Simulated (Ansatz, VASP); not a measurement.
# Cs in VASP and in Ansatz

```
CELL_PARAMETERS angstrom
4.97099 0.00000 0.00000
0.00000 4.97099 0.00000
0.00000 0.00000 5.02120
ATOMIC_POSITIONS crystal
Cs 0.00000 0.00000 0.00000
```

Change from the starting cell: x and y stretched by -1 %, z held, PAW files.

Alike in both runs: task electric field gradients; functional PBE; k mesh 11 × 11 × 11; occupations fermi-dirac, width 0.05 eV; no spin polarisation.

```csv
,VASP,Ansatz
version,VASP 6.6.1,Ansatz 0.2.0
potentials or method,"VASP PAW PBE potentials, release 64 (Cs_sv)","PAW with Ansatz's default frozen-core files, scalar-relativistic"
plane-wave cutoff (eV),520,420
valence electrons in the cell,9,9
```

```tsv
	VASP	Ansatz	Ansatz less VASP
pressure (GPa)	0.1	0.1	+0.01
size of Vzz on the site where it differs most (V/Å²)	0.8	0.8	+0.01
```

Spin-orbit coupling is off throughout.
